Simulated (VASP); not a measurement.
# TaRu (P4/mmm) in VASP: notebook

TaRu is run at these levels: LDA; tasks: single point.

Program: VASP 6.6.1. These are calculated values, not measurements. Logs are shortened: lines on timing, memory, paths and dates and some standing lists are left out, and cuts for length are marked.

**1. The cell of the first run**

It takes space group P4/mmm (No. 123, tetragonal). The conventional cell has a = 3.053 Å, b = 3.053 Å, c = 3.321 Å, α = 90.00°, β = 90.00°, γ = 90.00°. Within 3.6 Å of Ta (site symmetry 4/mmm) lie 8 Ru at 2.72 Å and 6 Ta at 3.05 to 3.32 Å. Ru (site symmetry 4/mmm) has 8 Ta at 2.72 Å and 6 Ru at 3.05 to 3.32 Å within 3.6 Å.

**2. Single point, LDA (zz strain of -2 %)**

File INCAR:

```
SYSTEM = TaRu
PREC = Accurate ; ENCUT = 520
EDIFF = 1E-6 ; ISMEAR = -1
SIGMA = 0.05 ; LREAL = .False.
LASPH = .True. ; NELM = 100
ALGO = Normal ; ISIF = 2
LWAVE = .False. ; LCHARG = .False.
NBANDS = 20
```

File KPOINTS:

```
regular mesh
0
Gamma
  11 11 10
  0 0 0
```

File POSCAR:

```
TaRu
1.0
    3.0530000000      0.0000000000      0.0000000000
    0.0000000000      3.0530000000      0.0000000000
    0.0000000000      0.0000000000      3.3212200000
Ta Ru
1 1
Direct
    0.5000000000      0.5000000000      0.5000000000
    0.0000000000      0.0000000000      0.0000000000
```

Potentials or basis: VASP PAW LDA potentials, release 64 (Ta_pv, Ru_pv).

Command:

```console
cat potpaw_LDA.64/Ta_pv/POTCAR potpaw_LDA.64/Ru_pv/POTCAR > POTCAR
mpirun -np 1 vasp_std > vasp.out
```

OUTCAR:

```text
SYSTEM = TaRu
   PREC = Accurate
   ENCUT = 520
   EDIFF = 1E-6
   ISMEAR = -1
   LREAL = .False.
   LASPH = .True.
   NELM = 100
   ISIF = 2

 ion  position               nearest neighbor table
   1  0.500  0.500  0.500-   2 2.72   2 2.72   2 2.72   2 2.72   2 2.72   2 2.72   2 2.72   2 2.72

   2  0.000  0.000  0.000-   1 2.72   1 2.72   1 2.72   1 2.72   1 2.72   1 2.72   1 2.72   1 2.72

  LATTYP: Found a simple tetragonal cell.
 ALAT       =     3.0530000000
 C/A-ratio  =     1.0878545693

  Lattice vectors:

 A1 = (   3.0530000000,   0.0000000000,   0.0000000000)
 A2 = (   0.0000000000,   3.0530000000,   0.0000000000)
 A3 = (   0.0000000000,   0.0000000000,   3.3212200000)

Analysis of symmetry for initial positions (statically):
=====================================================================
 Subroutine PRICEL returns:
 Original cell was already a primitive cell.

 Routine SETGRP: Setting up the symmetry group for a
 simple tetragonal supercell.

 Subroutine GETGRP returns: Found 16 space group operations
 (whereof 16 operations were pure point group operations)
 out of a pool of 16 trial point group operations.

The static configuration has the point symmetry D_4h.

Analysis of symmetry for dynamics (positions and initial velocities):
=====================================================================
 Subroutine PRICEL returns:
 Original cell was already a primitive cell.

 Routine SETGRP: Setting up the symmetry group for a
 simple tetragonal supercell.

 Subroutine GETGRP returns: Found 16 space group operations
 (whereof 16 operations were pure point group operations)
 out of a pool of 16 trial point group operations.

The dynamic configuration has the point symmetry D_4h.

 Subroutine INISYM returns: Found 16 space group operations
 (whereof 16 operations are pure point group operations),
 and found     1 'primitive' translations

----------------------------------------------------------------------------------------

                                     Primitive cell

  volume of cell :      30.9565

  direct lattice vectors                    reciprocal lattice vectors
     3.053000000  0.000000000  0.000000000     0.327546675  0.000000000  0.000000000
     0.000000000  3.053000000  0.000000000     0.000000000  0.327546675  0.000000000
     0.000000000  0.000000000  3.321220000     0.000000000  0.000000000  0.301094176

  length of vectors
     3.053000000  3.053000000  3.321220000     0.327546675  0.327546675  0.301094176

  position of ions in fractional coordinates (direct lattice)
     0.500000000  0.500000000  0.500000000
     0.000000000  0.000000000  0.000000000

  ion indices of the primitive-cell ions
   primitive index   ion index
                 1           1
                 2           2

----------------------------------------------------------------------------------------

 KPOINTS: regular mesh

Automatic generation of k-mesh.
 Grid dimensions read from file:
 generate k-points for:   11   11   10

 Generating k-lattice:

  Cartesian coordinates                     Fractional coordinates (reciprocal lattice)
     0.029776970  0.000000000  0.000000000     0.090909091  0.000000000  0.000000000
     0.000000000  0.029776970  0.000000000     0.000000000  0.090909091  0.000000000
     0.000000000  0.000000000  0.030109418     0.000000000  0.000000000  0.100000000

  Length of vectors
     0.029776970  0.029776970  0.030109418

  Shift w.r.t. Gamma in fractional coordinates (k-lattice)
     0.000000000  0.000000000  0.000000000

 Subroutine IBZKPT returns following result:
 ===========================================

 Found    126 irreducible k-points:

 Following reciprocal coordinates:
            Coordinates               Weight
  0.000000  0.000000  0.000000      1.000000
  0.090909  0.000000  0.000000      4.000000
  0.181818  0.000000  0.000000      4.000000
  0.272727  0.000000  0.000000      4.000000
  0.363636  0.000000  0.000000      4.000000
  0.454545  0.000000  0.000000      4.000000
[... 16 lines left out ...]
  0.090909  0.000000  0.100000      8.000000
  0.181818  0.000000  0.100000      8.000000
 [... further k-points ...]
   k-points           NKPTS =    126   k-points in BZ     NKDIM =    126   number of bands    NBANDS=     20
   number of dos      NEDOS =    301   number of ions     NIONS =      2
   total plane-waves  NPLWV =  16128
   dimension x,y,z NGX =    24 NGY =   24 NGZ =   28
   dimension x,y,z NGXF=    48 NGYF=   48 NGZF=   56
   ions per type =               1   1
   NGX,Y,Z   is equivalent  to a cutoff of  13.07, 13.07, 14.02 a.u.
   NGXF,Y,Z  is equivalent  to a cutoff of  26.14, 26.14, 28.03 a.u.
 SYSTEM =  TaRu
   PREC   = accura    normal or accurate (medium, high low for compatibility)
   ISTART =      0    job   : 0-new  1-cont  2-samecut
   ICHARG =      2    charge: 1-file 2-atom 10-const
   ISPIN  =      1    spin polarized calculation?
   LNONCOLLINEAR =      F non collinear calculations
   LSORBIT =      F    spin-orbit coupling
   LASPH  =      T    aspherical Exc in radial PAW
   ENCUT  =  520.0 eV  38.22 Ry    6.18 a.u.   5.68  5.68  6.18*2*pi/ulx,y,z
   NELM   =    100;   NELMIN=  2; NELMDL= -5     # of ELM steps
   EDIFF  = 0.1E-05   stopping-criterion for ELM
   LREAL  =      F    real-space projection
   EDIFFG = 0.1E-04   stopping-criterion for IOM
   NSW    =      0    number of steps for IOM
   IBRION =     -1    ionic relax: 0-MD 1-quasi-New 2-CG
   NFREE  =      0    steps in history (QN), initial steepest desc. (CG)
   ISIF   =      2    stress and relaxation
   ISYM   =      2    0-nonsym 1-usesym 2-fastsym
   POTIM  = 0.5000    time-step for ionic-motion
   TEBEG  =    0.0;   TEEND  =   0.0 temperature during run
   PSTRESS=    0.0 pullay stress
   NELECT =      25.0000    total number of electrons
   NUPDOWN=      -1.0000    fix difference up-down
   EMIN   =  10.00;   EMAX   =-10.00  energy-range for DOS
   EFERMI =   0.00;   METHOD = LEGACY
   ISMEAR =    -1;   SIGMA  =   0.05  broadening in eV -4-tet -1-fermi 0-gaus
   EFERMI_NEDOS =   21; number of points for ismear=-14 and -15
   IALGO  =     38    algorithm
   IMIX   =      4    mixing-type and parameters
     AMIX     =   0.40;   BMIX     =  1.00
     AMIX_MAG =   1.60;   BMIX_MAG =  1.00
  volume/ion in A,a.u.               =      15.48       104.45
  Fermi-wavevector in a.u.,A,eV,Ry     =   1.524536  2.880956 31.622807  2.324211
  Thomas-Fermi vector in A             =   2.632830
   LORBIT       =      0    0 simple, 1 ext, 2 COOP (PROOUT), +10 PAW based schemes
   GGA     = CA    functional components
   LHFCALC =     F    Hartree Fock is set to
   AEXX    =    0.0000 exact exchange contribution
   IVDW    =     0    specifies the selected vdW correction
   LEPSILON=     F    determine dielectric tensor
   LRPA    =     F    only Hartree local field effects (RPA)
 non-spin polarized calculation
  energy-cutoff  :      520.00
  volume of cell :       30.96
 maximum number of plane-waves:       844
 NGX is ok and might be reduce to    24
   NGX = 11   NGY = 11   NGZ = 13

 number of electron      25.0000004 magnetization

 Free energy of the ion-electron system (eV)
  ---------------------------------------------------
  ext. energy  EPLUGINS =         0.00000000
  ---------------------------------------------------
  free energy    TOTEN  =       -24.05809775 eV

  energy without entropy =      -24.03891096  energy(sigma->0) =      -24.04850435

 E-fermi :   9.5680     XC(G=0): -13.5993

 val. band max:        9.5575963404   @ k =   0.2727   0.0909   0.1000
 cond. band min:       9.5771031921   @ k =   0.2727   0.0000   0.2000
 fundamental gap:      0.0195068517
 Fermi energy:         9.5680056498

 k-point     1 :       0.0000    0.0000    0.0000
  band No.  band energies     occupation
      1     -33.2988      2.00000
      2     -33.2603      2.00000
      3     -33.2603      2.00000
      4     -25.1146      2.00000
      5     -24.9982      2.00000
      6     -24.9982      2.00000
[... 12 lines left out ...]
     19      18.8509      0.00000
     20      18.8509      0.00000

 k-point     2 :       0.0909    0.0000    0.0000
  band No.  band energies     occupation
      1     -33.2963      2.00000
      2     -33.2725      2.00000
      3     -33.2583      2.00000
      4     -25.1146      2.00000
      5     -25.0384      2.00000
      6     -24.9971      2.00000
[... 12 lines left out ...]
     19      18.1931      0.00000
     20      19.6237      0.00000

 k-point     3 :       0.1818    0.0000    0.0000
  band No.  band energies     occupation
      1     -33.3054      2.00000
      2     -33.2896      2.00000
      3     -33.2532      2.00000
      4     -25.1448      2.00000
      5     -25.1146      2.00000
      6     -24.9943      2.00000
[... 12 lines left out ...]
     19      19.6219      0.00000
     20      19.6667      0.00000

 k-point     4 :       0.2727    0.0000    0.0000
  band No.  band energies     occupation
      1     -33.3481      2.00000
      2     -33.2809      2.00000
      3     -33.2465      2.00000
      4     -25.2816      2.00000
      5     -25.1148      2.00000
      6     -24.9906      2.00000
[... 12 lines left out ...]
     19      19.6667      0.00000
     20      21.7731      0.00000

 k-point     5 :       0.3636    0.0000    0.0000
  band No.  band energies     occupation
      1     -33.3871      2.00000
      2     -33.2728      2.00000
      3     -33.2403      2.00000
      4     -25.4046      2.00000
      5     -25.1149      2.00000
      6     -24.9872      2.00000
[... 12 lines left out ...]
     19      19.6667      0.00000
     20      21.7850      0.00000
[... 353 lines left out ...]
      6     -25.0654      2.00000
[... 12 lines left out ...]
     19      19.6648      0.00000
     20      19.7746      0.00000

 k-point    22 :       0.0000    0.0000    0.1000
  band No.  band energies     occupation
      1     -33.3035      2.00000
      2     -33.2588      2.00000
      3     -33.2588      2.00000
      4     -25.1386      2.00000
      5     -24.9995      2.00000
      6     -24.9995      2.00000
[... 12 lines left out ...]
     19      19.6568      0.00000
     20      19.6568      0.00000

 k-point    23 :       0.0909    0.0000    0.1000
  band No.  band energies     occupation
      1     -33.3016      2.00000
      2     -33.2711      2.00000
      3     -33.2570      2.00000
      4     -25.1384      2.00000
      5     -25.0381      2.00000
      6     -24.9981      2.00000
[... 12 lines left out ...]
     19      19.0163      0.00000
     20      19.6672      0.00000

 k-point    24 :       0.1818    0.0000    0.1000
  band No.  band energies     occupation
      1     -33.3073      2.00000
      2     -33.2932      2.00000
      3     -33.2520      2.00000
      4     -25.1538      2.00000
      5     -25.1247      2.00000
      6     -24.9946      2.00000
[... 12 lines left out ...]
     19      19.0452      0.00000
     20      19.6677      0.00000

 [... further k-points ...]

------------------------ aborting loop because EDIFF is reached ----------------------------------------

  FORCE on cell =-STRESS in cart. coord.  units (eV):
  Direction    XX          YY          ZZ          XY          YZ          ZX
  --------------------------------------------------------------------------------------
  -------------------------------------------------------------------------------------
  Total       -1.0900062     -1.0900062     -0.4930751      0.0000000      0.0000000      0.0000000
  in kB      -56.4141800    -56.4141800    -25.5195129      0.0000000      0.0000000      0.0000000
  external PRESSURE =     -46.1159576 kB  Pullay stress =       0.0000000 kB

 VOLUME and BASIS-vectors are now :
 -----------------------------------------------------------------------------
  energy-cutoff  :      520.00
  volume of cell :       30.96
      direct lattice vectors                 reciprocal lattice vectors
     3.053000000  0.000000000  0.000000000     0.327546675  0.000000000  0.000000000
     0.000000000  3.053000000  0.000000000     0.000000000  0.327546675  0.000000000
     0.000000000  0.000000000  3.321220000     0.000000000  0.000000000  0.301094176

 POSITION                                       TOTAL-FORCE (eV/Angst)
 -----------------------------------------------------------------------------------
      1.52650      1.52650      1.66061         0.000000      0.000000      0.000000
      0.00000      0.00000      0.00000         0.000000      0.000000      0.000000
 -----------------------------------------------------------------------------------
    total drift:                                0.000000      0.000000     -0.000000

  FREE ENERGIE OF THE ION-ELECTRON SYSTEM (eV)
  ---------------------------------------------------
  free  energy   TOTEN  =       -24.0580977492 eV

  energy  without entropy=      -24.0389109582  energy(sigma->0) =      -24.04850435
```

Wall time 81 s (1 thread of Intel Xeon Platinum 8259CL at 2.50GHz (Skylake/Cascade Lake), shared host); peak memory 0.19 GiB.

Results:

```yaml
Free_energy: -24.0581 eV
Pressure: -4.6 GPa
```

Caveat: the cell differs from its parent crystal (zz strain of -2 %); spin-orbit coupling is left out, which moves the levels of the heavy elements.

[end of part 1 of 2]
